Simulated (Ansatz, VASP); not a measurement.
Na2I: VASP beside Ansatz

```
Na I
1.0
    -2.00735    2.00735    7.00734
     2.00735   -2.00735    7.00734
     2.00735    2.00735   -7.00734
Na I
2 1
Direct
  0.63839 0.63839 0.00000
  0.36161 0.36161 0.00000
  0.00000 0.00000 0.00000
```

Alike in both runs: functional PBE; k mesh 16 × 16 × 16; occupations gaussian, width 0.1 eV; no spin polarisation.

Ansatz relaxed the structure, and its values are those at the end. VASP's run is a single point on that final structure, the one shown.

|  | VASP | Ansatz |
| --- | --- | --- |
| version | VASP 6.6.1 | Ansatz 0.2.0 |
| potentials or method | VASP PAW PBE potentials, release 64 (Na_pv, I), cutoff 520 eV | scalar-relativistic, plane waves, PAW |
| valence electrons in the cell | 21 | 35 |

|  | VASP | Ansatz | Ansatz less VASP |
| --- | --- | --- | --- |
| gap on the k mesh at the Fermi level (eV) | none | none | - |
| pressure (GPa) | 0.0 | 0.0 | 0.00 |

A gap of «none» marks a metal or a gap that the smearing closes. VASP's potentials hold 21 valence electrons a cell and Ansatz's 35, so a difference there can come from the potentials and not from the codes.

Spin-orbit coupling is off throughout.
